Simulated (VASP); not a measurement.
Wanted: the native input for a VASP 6.6.1 run.

| Item | Value |
| --- | --- |
| Task | electric field gradients |
| Functional | PBEsol |
| Potentials or basis | VASP PAW PBE potentials, release 64 (Cu) |
| Cutoff | 520 eV |
| k mesh | 17 × 17 × 17 |
| Occupations | fermi-dirac, width 0.03 eV |
| Spin | no spin polarisation |
| Dipole correction | no |
| Further INCAR settings | ALGO = Normal; EDIFF = 1e-08; NBANDS = 12 |

The structure of Cu lies in POSCAR:

```
Cu
1.0
    0.0361500000      1.8255750000      1.8255750000
    1.8255750000      0.0361500000      1.8255750000
    1.8255750000      1.8255750000      0.0361500000
Cu
1
Direct
    0.0000000000      0.0000000000      0.0000000000
```

This cell differs from its parent crystal: equal xy, yz and zx shear strains of +2 %.

One way to write it, as run:

INCAR

```
PREC = Accurate
ENCUT = 520
EDIFF = 1E-8
ISMEAR = -1
SIGMA = 0.03
LREAL = False
LASPH = True
NELM = 60
ALGO = Normal
ISIF = 2
LWAVE = False
LCHARG = False
GGA = PS
LEFG = True
NBANDS = 12
```

KPOINTS

```
Automatic mesh
0
Gamma
  17 17 17
```

Potentials or basis: VASP PAW PBE potentials, release 64 (Cu).

The run is started by

```bash
$ cat potpaw_PBE.64/Cu/POTCAR > POTCAR
$ mpirun -np 1 vasp_std > vasp.out
```

It gave:

The pressure is -5.7 GPa.

Caveat: the cell differs from its parent crystal (equal xy, yz and zx shear strains of +2 %); without QUAD_EFG the Cq values of the log hold for a quadrupole moment of 1 mb, not for the nuclei; the PAW data sets were made with another functional, which shifts forces and pressure a little.

Wall time 34 s on 1 thread of Intel(R) Xeon(R) 6975P-C (Granite Rapids), with other jobs on the host, peak memory 0.17 GiB.
